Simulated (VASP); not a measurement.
Here is a VASP 6.6.1 calculation.

Contents of INCAR:

```
SYSTEM = GaN
  PREC = Accurate
  ENCUT = 520
  EDIFF = 1E-7
  ISMEAR = 0
  SIGMA = 0.02
  LREAL = .FALSE.
  LASPH = .TRUE.
  NELM = 60
  ALGO = Normal
  ISIF = 2
  LWAVE = .FALSE.
  LCHARG = .FALSE.
  GGA = PE
  NBANDS = 16
```

KPOINTS

```
Automatic mesh
0
G
  10 10 10
  0 0 0
```

Contents of POSCAR:

```
GaN
1.0
    0.0000000000      2.2967571727      2.2967571727
    2.2967571727      0.0000000000      2.2967571727
    2.2967571727      2.2967571727      0.0000000000
Ga N
1 1
Direct
    0.0000000000      0.0000000000      0.0000000000
    0.7500000000      0.7500000000      0.7500000000
```

Potentials or basis: VASP PAW PBE potentials, release 64 (Ga_d, N).

Run with:

```sh
$ cat potpaw_PBE.64/Ga_d/POTCAR potpaw_PBE.64/N/POTCAR > POTCAR
$ mpirun -np 1 vasp_std > vasp.out
```

(1) Predict the band gap on the k mesh.

(2) What does it give for the pressure?

Results:

(1) 1.36 eV, direct.

(2) -4.6 GPa.
